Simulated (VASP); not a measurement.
# Tl (Fm-3m) in VASP: single point with PBE

Aim: the single point of Tl with PBE.

All numbers are computed with VASP 6.6.1; they aren't measurements. Logs are shortened: lines on timing, memory, paths and dates and some standing lists are left out, and cuts for length are marked.

## Step 1: The cell of the first run

It takes space group Fm-3m (No. 225, cubic). The conventional cell has a = 4.859 Å, b = 4.859 Å, c = 4.859 Å, α = 90.00°, β = 90.00°, γ = 90.00°. Tl (site symmetry m-3m) has 12 Tl at 3.44 Å within 4.5 Å.

## Step 2: Single point, PBE

The input, INCAR:

```
PREC = Accurate ; ENCUT = 520
EDIFF = 1E-6 ; ISMEAR = 0
SIGMA = 0.05 ; LREAL = False
LASPH = True ; NELM = 100
ALGO = Normal ; ISIF = 2
LWAVE = False ; LCHARG = False
GGA = PE ; NBANDS = 12
```

The input, KPOINTS:

```
Automatic mesh
0
Gamma
  8 8 8
```

The input, POSCAR:

```
Tl
1.0
    0.0000000000      2.4294942695      2.4294942695
    2.4294942695      0.0000000000      2.4294942695
    2.4294942695      2.4294942695      0.0000000000
Tl
1
Direct
    0.0000000000      0.0000000000      0.0000000000
```

Potentials or basis: VASP PAW PBE potentials, release 64 (Tl_d).

The run is started by

```
$ cat potpaw_PBE.64/Tl_d/POTCAR > POTCAR
$ mpirun -np 1 vasp_std > vasp.out
```

OUTCAR:

```text
PREC = Accurate
   ENCUT = 520
   EDIFF = 1E-6
   ISMEAR = 0
   LREAL = False
   LASPH = True
   NELM = 100
   ISIF = 2
   GGA = PE

 ion  position               nearest neighbor table
   1  0.000  0.000  0.000-

  LATTYP: Found a face centered cubic cell.
 ALAT       =     4.8589885390

  Lattice vectors:

 A1 = (   0.0000000000,   2.4294942695,   2.4294942695)
 A2 = (   2.4294942695,   0.0000000000,   2.4294942695)
 A3 = (   2.4294942695,   2.4294942695,   0.0000000000)

Analysis of symmetry for initial positions (statically):
=====================================================================
 Subroutine PRICEL returns:
 Original cell was already a primitive cell.

 Routine SETGRP: Setting up the symmetry group for a
 face centered cubic supercell.

 Subroutine GETGRP returns: Found 48 space group operations
 (whereof 48 operations were pure point group operations)
 out of a pool of 48 trial point group operations.

The static configuration has the point symmetry O_h .

Analysis of symmetry for dynamics (positions and initial velocities):
=====================================================================
 Subroutine PRICEL returns:
 Original cell was already a primitive cell.

 Routine SETGRP: Setting up the symmetry group for a
 face centered cubic supercell.

 Subroutine GETGRP returns: Found 48 space group operations
 (whereof 48 operations were pure point group operations)
 out of a pool of 48 trial point group operations.

The dynamic configuration has the point symmetry O_h .

 Subroutine INISYM returns: Found 48 space group operations
 (whereof 48 operations are pure point group operations),
 and found     1 'primitive' translations

----------------------------------------------------------------------------------------

                                     Primitive cell

  volume of cell :      28.6799

  direct lattice vectors                    reciprocal lattice vectors
     0.000000000  2.429494270  2.429494270    -0.205804149  0.205804149  0.205804149
     2.429494270  0.000000000  2.429494270     0.205804149 -0.205804149  0.205804149
     2.429494270  2.429494270  0.000000000     0.205804149  0.205804149 -0.205804149

  length of vectors
     3.435823746  3.435823746  3.435823746     0.356463242  0.356463242  0.356463242

  position of ions in fractional coordinates (direct lattice)
     0.000000000  0.000000000  0.000000000

  ion indices of the primitive-cell ions
   primitive index   ion index
                 1           1

----------------------------------------------------------------------------------------

 KPOINTS: Automatic mesh

Automatic generation of k-mesh.
 Grid dimensions read from file:
 generate k-points for:    8    8    8

 Generating k-lattice:

  Cartesian coordinates                     Fractional coordinates (reciprocal lattice)
    -0.025725519  0.025725519  0.025725519     0.125000000  0.000000000  0.000000000
     0.025725519 -0.025725519  0.025725519     0.000000000  0.125000000  0.000000000
     0.025725519  0.025725519 -0.025725519     0.000000000  0.000000000  0.125000000

  Length of vectors
     0.044557905  0.044557905  0.044557905

  Shift w.r.t. Gamma in fractional coordinates (k-lattice)
     0.000000000  0.000000000  0.000000000

 Subroutine IBZKPT returns following result:
 ===========================================

 Found     29 irreducible k-points:

 Following reciprocal coordinates:
            Coordinates               Weight
  0.000000  0.000000  0.000000      1.000000
  0.125000  0.000000  0.000000      8.000000
  0.250000  0.000000  0.000000      8.000000
  0.375000  0.000000  0.000000      8.000000
  0.500000  0.000000  0.000000      4.000000
  0.125000  0.125000  0.000000      6.000000
[... 16 lines left out ...]
  0.500000  0.250000  0.125000     48.000000
 -0.375000  0.250000  0.125000     24.000000
 [... further k-points ...]
   k-points           NKPTS =     29   k-points in BZ     NKDIM =     29   number of bands    NBANDS=     12
   number of dos      NEDOS =    301   number of ions     NIONS =      1
   total plane-waves  NPLWV =  21952
   dimension x,y,z NGX =    28 NGY =   28 NGZ =   28
   dimension x,y,z NGXF=    56 NGYF=   56 NGZF=   56
   ions per type =               1
   NGX,Y,Z   is equivalent  to a cutoff of  13.55, 13.55, 13.55 a.u.
   NGXF,Y,Z  is equivalent  to a cutoff of  27.10, 27.10, 27.10 a.u.
 SYSTEM =  unknown system
   PREC   = accura    normal or accurate (medium, high low for compatibility)
   ISTART =      0    job   : 0-new  1-cont  2-samecut
   ICHARG =      2    charge: 1-file 2-atom 10-const
   ISPIN  =      1    spin polarized calculation?
   LNONCOLLINEAR =      F non collinear calculations
   LSORBIT =      F    spin-orbit coupling
   LASPH  =      T    aspherical Exc in radial PAW
   ENCUT  =  520.0 eV  38.22 Ry    6.18 a.u.   6.39  6.39  6.39*2*pi/ulx,y,z
   NELM   =    100;   NELMIN=  2; NELMDL= -5     # of ELM steps
   EDIFF  = 0.1E-05   stopping-criterion for ELM
   LREAL  =      F    real-space projection
   EDIFFG = 0.1E-04   stopping-criterion for IOM
   NSW    =      0    number of steps for IOM
   IBRION =     -1    ionic relax: 0-MD 1-quasi-New 2-CG
   NFREE  =      0    steps in history (QN), initial steepest desc. (CG)
   ISIF   =      2    stress and relaxation
   ISYM   =      2    0-nonsym 1-usesym 2-fastsym
   POTIM  = 0.5000    time-step for ionic-motion
   TEBEG  =    0.0;   TEEND  =   0.0 temperature during run
   PSTRESS=    0.0 pullay stress
   NELECT =      13.0000    total number of electrons
   NUPDOWN=      -1.0000    fix difference up-down
   EMIN   =  10.00;   EMAX   =-10.00  energy-range for DOS
   EFERMI =   0.00;   METHOD = LEGACY
   ISMEAR =     0;   SIGMA  =   0.05  broadening in eV -4-tet -1-fermi 0-gaus
   EFERMI_NEDOS =   21; number of points for ismear=-14 and -15
   IALGO  =     38    algorithm
   IMIX   =      4    mixing-type and parameters
     AMIX     =   0.40;   BMIX     =  1.00
     AMIX_MAG =   1.60;   BMIX_MAG =  1.00
  volume/ion in A,a.u.               =      28.68       193.54
  Fermi-wavevector in a.u.,A,eV,Ry     =   1.257564  2.376451 21.517165  1.581467
  Thomas-Fermi vector in A             =   2.391217
   LORBIT       =      0    0 simple, 1 ext, 2 COOP (PROOUT), +10 PAW based schemes
   GGA     = PE    functional components
   LHFCALC =     F    Hartree Fock is set to
   AEXX    =    0.0000 exact exchange contribution
   IVDW    =     0    specifies the selected vdW correction
   LEPSILON=     F    determine dielectric tensor
   LRPA    =     F    only Hartree local field effects (RPA)
 non-spin polarized calculation
 Gauss-broadening in eV      SIGMA  =   0.05
  energy-cutoff  :      520.00
  volume of cell :       28.68
 maximum number of plane-waves:       784
 NGX is ok and might be reduce to    28
   NGX = 13   NGY = 13   NGZ = 13

 number of electron      12.9999999 magnetization

 Free energy of the ion-electron system (eV)
  ---------------------------------------------------
  ext. energy  EPLUGINS =         0.00000000
  ---------------------------------------------------
  free energy    TOTEN  =        -2.18131219 eV

  energy without entropy =       -2.17775036  energy(sigma->0) =       -2.17953128

 E-fermi :   6.6644     XC(G=0): -10.1756

 val. band max:        6.0112583785   @ k =  -0.3750   0.3750   0.1250
 cond. band min:       6.6664546659   @ k =  -0.2500   0.3750   0.1250
 fundamental gap:      0.6551962874
 Fermi energy:         6.6643512196

 k-point     1 :       0.0000    0.0000    0.0000
  band No.  band energies     occupation
      1      -5.0605      2.00000
      2      -5.0605      2.00000
      3      -5.0605      2.00000
      4      -4.7862      2.00000
      5      -4.7862      2.00000
      6      -3.4793      2.00000
      7      16.8070      0.00000
      8      16.8070      0.00000
      9      16.8070      0.00000
     10      17.4951      0.00000
     11      20.8607      0.00000
     12      21.6266      0.00000

 k-point     2 :       0.1250    0.0000    0.0000
  band No.  band energies     occupation
      1      -5.0764      2.00000
      2      -5.0237      2.00000
      3      -5.0237      2.00000
      4      -4.7884      2.00000
      5      -4.7884      2.00000
      6      -3.1403      2.00000
      7      13.7581      0.00000
      8      16.4624      0.00000
      9      16.4624      0.00000
     10      17.4244      0.00000
     11      21.1446      0.00000
     12      22.0967      0.00000

 k-point     3 :       0.2500    0.0000    0.0000
  band No.  band energies     occupation
      1      -5.1432      2.00000
      2      -4.9960      2.00000
      3      -4.9960      2.00000
      4      -4.7285      2.00000
      5      -4.7285      2.00000
      6      -2.0887      2.00000
      7       9.5897      0.00000
      8      15.7161      0.00000
      9      15.7161      0.00000
     10      17.3108      0.00000
     11      20.0035      0.00000
     12      21.0786      0.00000
[... 286 lines left out ...]
 k-point    23 :       0.5000    0.2500    0.1250
  band No.  band energies     occupation
      1      -5.1412      2.00000
      2      -5.0572      2.00000
      3      -4.8859      2.00000
      4      -4.7434      2.00000
      5      -4.5940      2.00000
      6       0.4586      2.00000
      7       6.6847      0.56539
      8      10.2920      0.00000
      9      12.6598      0.00000
     10      17.3751      0.00000
     11      20.0282      0.00000
     12      21.3868      0.00000

 k-point    24 :      -0.3750    0.2500    0.1250
  band No.  band energies     occupation
      1      -5.1207      2.00000
      2      -5.0998      2.00000
      3      -4.8496      2.00000
      4      -4.7591      2.00000
      5      -4.5558      2.00000
      6       1.8210      2.00000
      7       4.7521      2.00000
      8      10.2480      0.00000
      9      11.9870      0.00000
     10      17.2277      0.00000
     11      20.0118      0.00000
     12      23.8104      0.00000

 [... further k-points ...]
[... 5 lines left out ...]
  --------------------------------------------------------------------------------------
  -------------------------------------------------------------------------------------
  Total        0.5089734      0.5089734      0.5089734      0.0000000      0.0000000      0.0000000
  in kB       28.4333505     28.4333505     28.4333505      0.0000000      0.0000000      0.0000000
  external PRESSURE =      28.4333505 kB  Pullay stress =       0.0000000 kB

 VOLUME and BASIS-vectors are now :
 -----------------------------------------------------------------------------
  energy-cutoff  :      520.00
  volume of cell :       28.68
      direct lattice vectors                 reciprocal lattice vectors
     0.000000000  2.429494270  2.429494270    -0.205804149  0.205804149  0.205804149
     2.429494270  0.000000000  2.429494270     0.205804149 -0.205804149  0.205804149
     2.429494270  2.429494270  0.000000000     0.205804149  0.205804149 -0.205804149

 POSITION                                       TOTAL-FORCE (eV/Angst)
 -----------------------------------------------------------------------------------
      0.00000      0.00000      0.00000         0.000000      0.000000     -0.000000
 -----------------------------------------------------------------------------------
    total drift:                               -0.000000     -0.000000     -0.000000

  FREE ENERGIE OF THE ION-ELECTRON SYSTEM (eV)
  ---------------------------------------------------
  free  energy   TOTEN  =        -2.1813121937 eV

  energy  without entropy=       -2.1777503573  energy(sigma->0) =       -2.17953128
```

Run time: 7.5 s. Hardware: 1 thread of Intel Xeon Platinum 8488C (Sapphire Rapids), shared host; peak memory 0.15 GiB.

Results:

```
Free energy : -2.1813 eV
Pressure    : 2.8 GPa
```

Caveat: spin-orbit coupling is left out, which moves the levels of the heavy elements.
